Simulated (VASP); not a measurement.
Runs of VASP 6.6.1 on TiSi2. The structure is that of space group Fddd (No. 70), or close to it. The cells are those of the table. 

```csv
task,cell,gap on the mesh (eV),pressure (GPa),largest force (eV/Å)
electric field gradients,"a = 5.886, b = 4.851, c = 4.728 Å, angles 75.8, 53.0, 51.1°, 6 atoms",none,(c),0.18
electric field gradients,"a = 6.004, b = 4.949, c = 4.822 Å, angles 75.8, 53.0, 51.1°, 6 atoms",none,-6.9,0.16
electric field gradients,"a = 6.013, b = 4.920, c = 4.902 Å, angles 75.5, 52.4, 52.1°, 6 atoms",none,(d),0.11
electric field gradients,"a = 5.805, b = 4.785, c = 4.662 Å, angles 75.8, 53.0, 51.1°, 6 atoms",none,(a),(b)
single point,"a = 5.986, b = 4.926, c = 4.801 Å, angles 74.2, 51.9, 50.1°, 6 atoms",none,-1.4,0.24
single point,"a = 5.841, b = 4.850, c = 4.617 Å, angles 76.2, 53.7, 50.1°, 6 atoms",none,7.9,0.24
electric field gradients,"a = 5.946, b = 4.900, c = 4.775 Å, angles 75.8, 53.0, 51.1°, 6 atoms",none,-3.0,0.17
```

Alike in all rows: level PBEsol; potentials or basis VASP PAW PBE potentials, release 64 (Ti_sv, Si); no spin polarisation; k mesh 8 × 8 × 8; cutoff (eV) 520; smearing fermi-dirac 0.08 eV.

Question: Fill in the values left out.

Answer: (a) 8.8; (b) 0.19; (c) 1.5; (d) -8.4.

Caveats: the PAW data sets were made with another functional, which shifts forces and pressure a little.

A gap of «none» marks levels without a gap at the run's occupations.
